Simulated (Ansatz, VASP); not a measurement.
## Bi in VASP and in Ansatz

```
Bi
1.0
     2.26750    1.30914    3.97738
    -2.26750    1.30914    3.97738
     0.00000   -2.61828    3.97738
Bi
2
Direct
  0.76600 0.76600 0.76600
  0.23400 0.23400 0.23400
```

Change from the starting cell: strain = 0.01.

Alike in both runs: task single point; functional PBE; k mesh 7 × 7 × 7; occupations fermi-dirac, width 0.05 eV; no spin polarisation.

|  | VASP | Ansatz |
| --- | --- | --- |
| version | VASP 6.6.1 | Ansatz 0.2.0 |
| potentials or method | VASP PAW PBE potentials, release 64 (Bi_d), cutoff 520 eV | all-electron LAPW, scalar-relativistic |

Ansatz gave:

```
gap on the k mesh at the Fermi level (eV)                     : 0.21
least direct gap on the mesh (eV)                             : 0.52
pressure (GPa)                                                : 1.7
traceless stress, the component that is largest in VASP (GPa) : -0.26
rms of the force components (eV/Å)                            : 0.082
```

Q: What did VASP give for the same quantities?

A: gap on the k mesh at the Fermi level (eV): 0.21; least direct gap on the mesh (eV): 0.51; pressure (GPa): 1.6; traceless stress, the component that is largest in VASP (GPa): -0.26; rms of the force components (eV/Å): 0.085.

Atom by atom the forces differ by 0.003 eV/Å (rms over components). Ansatz ran all-electron here, and VASP with PAW potentials.

Neither program's run includes spin-orbit coupling.
